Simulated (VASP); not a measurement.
# Bi (P6_3/mmc) in VASP: a series of runs, part 2 of 2

VASP 6.6.1. Earlier steps stand in the parts before.

**5. Relaxation of cell and atoms, RPBE**

This run uses another cell than the first one, of 31.85 Å³/atom.

The input, INCAR:

```
SYSTEM = Bi
PREC = Accurate
ENCUT = 600
EDIFF = 1E-6
ISMEAR = -1
SIGMA = 0.1
LREAL = .FALSE.
LASPH = .TRUE.
NELM = 100
ALGO = Normal
ISIF = 3
LWAVE = .FALSE.
LCHARG = .FALSE.
GGA = RP
IBRION = 2
NSW = 80
EDIFFG = -0.01
```

The input, KPOINTS:

```
Automatic mesh
0
G
  10 10 6
  0 0 0
```

The input, POSCAR:

```
Bi
1.0
    3.5579831475      0.0000000000      0.0000000000
   -1.7789915738      3.0813037920      0.0000000000
    0.0000000000      0.0000000000      5.8101864799
Bi
2
Direct
    0.3333333333      0.6666666667      0.2500000000
    0.6666666667      0.3333333333      0.7500000000
```

Potentials or basis: VASP PAW PBE potentials, release 64 (Bi_d).

The run is started by

```bash
cat potpaw_PBE.64/Bi_d/POTCAR > POTCAR
mpirun -np 1 vasp_std > vasp.out
```

OUTCAR:

```text
SYSTEM = Bi
   PREC = Accurate
   ENCUT = 600
   EDIFF = 1E-6
   ISMEAR = -1
   LREAL = .FALSE.
   LASPH = .TRUE.
   NELM = 100
   ISIF = 3
   GGA = RP
   IBRION = 2
   NSW = 80
   EDIFFG = -0.01

 ion  position               nearest neighbor table
   1  0.333  0.667  0.250-   2 3.56   2 3.56   2 3.56   2 3.56   2 3.56   2 3.56
   2  0.667  0.333  0.750-   1 3.56   1 3.56   1 3.56   1 3.56   1 3.56   1 3.56

  LATTYP: Found a hexagonal cell.
 ALAT       =     3.5579831475
 C/A-ratio  =     1.6330000000

  Lattice vectors:

 A1 = (   3.5579831475,   0.0000000000,   0.0000000000)
 A2 = (  -1.7789915738,   3.0813037920,   0.0000000000)
 A3 = (   0.0000000000,   0.0000000000,   5.8101864799)

Analysis of symmetry for initial positions (statically):
=====================================================================
 Subroutine PRICEL returns:
 Original cell was already a primitive cell.

 Routine SETGRP: Setting up the symmetry group for a
 hexagonal supercell.

 Subroutine GETGRP returns: Found 24 space group operations
 (whereof 12 operations were pure point group operations)
 out of a pool of 24 trial point group operations.

The static configuration has the point symmetry D_3d.
 The point group associated with its full space group is D_6h.

Analysis of symmetry for dynamics (positions and initial velocities):
=====================================================================
 Subroutine PRICEL returns:
 Original cell was already a primitive cell.

 Routine SETGRP: Setting up the symmetry group for a
 hexagonal supercell.

 Subroutine GETGRP returns: Found 24 space group operations
 (whereof 12 operations were pure point group operations)
 out of a pool of 24 trial point group operations.

The dynamic configuration has the point symmetry D_3d.
 The point group associated with its full space group is D_6h.

 Subroutine INISYM returns: Found 24 space group operations
 (whereof 12 operations are pure point group operations),
 and found     1 'primitive' translations

----------------------------------------------------------------------------------------

[... 118 lines left out ...]
   LHFCALC =     F    Hartree Fock is set to
   AEXX    =    0.0000 exact exchange contribution
   IVDW    =     0    specifies the selected vdW correction
   LEPSILON=     F    determine dielectric tensor
   LRPA    =     F    only Hartree local field effects (RPA)
 conjugate gradient relaxation of ions
 non-spin polarized calculation
  energy-cutoff  :      600.00
  volume of cell :       63.70
 maximum number of plane-waves:      2146
   NGX = 15   NGY = 15   NGZ = 23

--------------------------------------- Ionic step        1  -------------------------------------------

 number of electron      30.0000005 magnetization

 Free energy of the ion-electron system (eV)
  ---------------------------------------------------
  ext. energy  EPLUGINS =         0.00000000
  ---------------------------------------------------
  free energy    TOTEN  =        -6.74180183 eV

  energy without entropy =       -6.70635659  energy(sigma->0) =       -6.72407921

------------------------ aborting loop because EDIFF is reached ----------------------------------------

  FORCE on cell =-STRESS in cart. coord.  units (eV):
  Direction    XX          YY          ZZ          XY          YZ          ZX
  --------------------------------------------------------------------------------------
  -------------------------------------------------------------------------------------
  Total        0.3448836      0.3448836      0.5471601     -0.0000000      0.0000000     -0.0000000
  in kB        8.6747044      8.6747044     13.7624748     -0.0000000      0.0000000     -0.0000000
  external PRESSURE =      10.3706279 kB  Pullay stress =       0.0000000 kB
[... 23 lines left out ...]
--------------------------------------- Ionic step        2  -------------------------------------------

 number of electron      29.9999997 magnetization

 E-fermi :   7.4802     XC(G=0):  -9.9635

 val. band max:        7.4185349899   @ k =   0.2000   0.2000   0.1667
 cond. band min:       7.4862683392   @ k =   0.4000   0.2000   0.1667
 fundamental gap:      0.0677333493
 Fermi energy:         7.4802158645

 k-point     1 :       0.0000    0.0000    0.0000
  band No.  band energies     occupation
      1     -15.6700      2.00000
      2     -15.6601      2.00000
      3     -15.6530      2.00000
      4     -15.6530      2.00000
      5     -15.6462      2.00000
      6     -15.6462      2.00000
[... 734 lines left out ...]
--------------------------------------- Ionic step        8  -------------------------------------------

 number of electron      30.0000000 magnetization

 Free energy of the ion-electron system (eV)
  ---------------------------------------------------
  ext. energy  EPLUGINS =         0.00000000
  ---------------------------------------------------
  free energy    TOTEN  =        -6.74635464 eV

  energy without entropy =       -6.71076942  energy(sigma->0) =       -6.72856203

 E-fermi :   7.5955     XC(G=0): -10.0065

 val. band max:        7.5856980502   @ k =   0.4000   0.2000   0.1667
 cond. band min:       7.6369855604   @ k =   0.5000   0.0000   0.3333
 fundamental gap:      0.0512875102
 Fermi energy:         7.5955304213

 k-point     1 :       0.0000    0.0000    0.0000
  band No.  band energies     occupation
      1     -15.5670      2.00000
      2     -15.5562      2.00000
      3     -15.5485      2.00000
      4     -15.5485      2.00000
      5     -15.5416      2.00000
      6     -15.5416      2.00000
[... 548 lines left out ...]
  FREE ENERGIE OF THE ION-ELECTRON SYSTEM (eV)
  ---------------------------------------------------
  free  energy   TOTEN  =        -6.7463546419 eV

  energy  without entropy=       -6.7107694208  energy(sigma->0) =       -6.72856203

 reached required accuracy - stopping structural energy minimisation
```

OSZICAR:

```text
N       E                     dE             d eps       ncg     rms          rms(c)
DAV:   1     0.304785301422E+03    0.30479E+03   -0.18034E+04  2128   0.214E+03
DAV:   2     0.174530288523E+02   -0.28733E+03   -0.28282E+03  2131   0.488E+02
[... 55 lines left out ...]
   7 F= -.67463333E+01 E0= -.67285689E+01  d E =-.245114E-03
       N       E                     dE             d eps       ncg     rms          rms(c)
DAV:   1    -0.674660535823E+01   -0.27196E-03   -0.95762E-03  2210   0.840E-01    0.738E-02
DAV:   2    -0.674644646740E+01    0.15889E-03   -0.42588E-04  2703   0.335E-01    0.463E-02
DAV:   3    -0.674635136636E+01    0.95101E-04   -0.17544E-04  2741   0.229E-01    0.552E-03
DAV:   4    -0.674635488269E+01   -0.35163E-05   -0.45245E-05  2264   0.815E-02    0.294E-03
DAV:   5    -0.674635464191E+01    0.24078E-06   -0.92633E-07  1136   0.124E-02
   8 F= -.67463546E+01 E0= -.67285620E+01  d E =-.266423E-03
```

It took 2.1 min on 1 thread of AMD EPYC 9R45 (Zen 5), shared host; peak memory 0.2 GiB.

What came out:

* Free energy: -6.7464 eV
* Relaxed volume: 32.51 Å³/atom
* Relaxed cell: a = 3.571 Å, b = 3.571 Å, c = 5.887 Å, α = 90.00°, β = 90.00°, γ = 120.00°
* Space group after relaxing (to 0.1 Å): P6_3/mmc (No. 194)
* Energy gained by relaxing: 2.3 meV/atom
* Ionic steps: 8
* Pressure after relaxing: 0.0 GPa
* Band gap on the k mesh: zero (bands 15 and 16 overlap by 6.28 eV)

Step by step:
| step | energy change (eV) | largest force (eV/Å) | pressure (GPa) | volume (Å³) |
| --- | --- | --- | --- | --- |
| 1 | 0.0000 | 0.0000 | 1.04 | 63.70 |
| 2 | -0.0035 | 0.0000 | -0.46 | 65.62 |
| 3 | -0.0043 | 0.0000 | 0.01 | 65.01 |
| 4 | -0.0043 | 0.0000 | -0.08 | 65.08 |
| 5 | -0.0043 | 0.0000 | -0.09 | 65.05 |
| 6 | -0.0045 | 0.0000 | -0.05 | 65.03 |
| 7 | -0.0045 | 0.0000 | -0.02 | 65.02 |
| 8 | -0.0046 | 0.0000 | -0.01 | 65.02 |

Final structure:
```
Bi
1.0
     3.57131    0.00000    0.00000
    -1.78566    3.09285    0.00000
     0.00000    0.00000    5.88675
Bi
2
Direct
  0.33333 0.66667 0.25000
  0.66667 0.33333 0.75000
```

Levels at points of the mesh, in eV from the Fermi level:
```
           k point  band 11  band 12  band 13  band 14  band 15  band 16  band 17  band 18  band 19
(0.00, 0.00, 0.00)   -13.32   -10.74    -5.07     3.25     3.25     4.61     4.68     4.68     6.82
(0.50, 0.00, 0.00)   -10.73    -9.79    -4.30    -2.94    -1.87     0.22     0.41     3.18     4.77
(0.00, 0.00, 0.50)   -12.35   -12.35    -1.19    -1.19     3.93     3.93     3.93     3.93     7.74
(0.50, 0.00, 0.50)   -10.22   -10.22    -4.63    -4.63     1.36     1.36     1.51     1.51     5.47
```

Caveat: the PAW data sets were made with another functional, which shifts forces and pressure a little; spin-orbit coupling is left out, which moves the levels of the heavy elements.

**6. Single point, RPBE (33.82 Å³/atom)**

This run uses another cell than the first one, of 33.82 Å³/atom.

The input, INCAR:

```
PREC = Accurate
ENCUT = 520
EDIFF = 1E-6
ISMEAR = -1
SIGMA = 0.1
LREAL = False
LASPH = True
NELM = 100
ALGO = Normal
ISIF = 2
LWAVE = False
LCHARG = False
GGA = RP
NBANDS = 22
```

The input, KPOINTS:

```
regular mesh
0
Gamma
  17 17 9
```

The input, POSCAR:

```
Bi
1.0
    3.6207702980      0.0000000000      0.0000000000
   -1.8103851490      3.1356790593      0.0000000000
    0.0000000000      0.0000000000      5.9582003161
Bi
2
Direct
    0.3333333333      0.6666666667      0.2500000000
    0.6666666667      0.3333333333      0.7500000000
```

Potentials or basis: VASP PAW PBE potentials, release 64 (Bi_d).

The run is started by

```bash
cat potpaw_PBE.64/Bi_d/POTCAR > POTCAR
mpirun -np 1 vasp_std > vasp.out
```

Wall time 82 s (1 thread of AMD EPYC 9R45 (Zen 5), shared host); peak memory 0.29 GiB.

Results (log left out):

```
Free energy            : -6.7224 eV
Pressure               : -1.7 GPa
Band gap on the k mesh : zero (bands 15 and 16 overlap by 5.78 eV)
```

Stress tensor (GPa, compression positive):
```
-1.87  0.00  0.00
 0.00 -1.87  0.00
 0.00  0.00 -1.43
```

Levels at points of the mesh, in eV from the Fermi level:
```
           k point  band 11  band 12  band 13  band 14  band 15  band 16  band 17  band 18  band 19  band 20
(0.00, 0.00, 0.00)   -13.08   -10.68    -4.84     3.06     3.06     4.37     4.41     4.41     6.62     7.53
```

Caveat: the PAW data sets were made with another functional, which shifts forces and pressure a little; spin-orbit coupling is left out, which moves the levels of the heavy elements.

**7. Summary**

```csv
task,cell,k mesh,cutoff (eV),gap on the mesh (eV),pressure (GPa)
single point,"a = 3.574, b = 3.574, c = 5.881 Å, angles 90.0, 90.0, 120.0°, 2 atoms",10 × 10 × 6,520,none,-0.1
single point,"a = 3.425, b = 3.425, c = 5.635 Å, angles 90.0, 90.0, 120.0°, 2 atoms",17 × 17 × 9,520,none,8.3
single point,"a = 3.476, b = 3.476, c = 5.720 Å, angles 90.0, 90.0, 120.0°, 2 atoms",17 × 17 × 9,520,none,4.9
relaxation of cell and atoms,"relaxed from a = 3.558, b = 3.558, c = 5.810 Å, angles 90.0, 90.0, 120.0°, 2 atoms",10 × 10 × 6,600,none,0.0
single point,"a = 3.621, b = 3.621, c = 5.958 Å, angles 90.0, 90.0, 120.0°, 2 atoms",17 × 17 × 9,520,none,-1.7
```

Alike in all rows: level RPBE; potentials or basis VASP PAW PBE potentials, release 64 (Bi_d); no spin polarisation; smearing fermi-dirac 0.1 eV.

Caveats: the PAW data sets were made with another functional, which shifts forces and pressure a little; spin-orbit coupling is left out, which moves the levels of the heavy elements; the cell stands under pressure (at least some runs).

Absolute energies hang on the potentials; compare differences alone.

The gap in the log of VASP goes by the Fermi energy; the results here count the filled bands.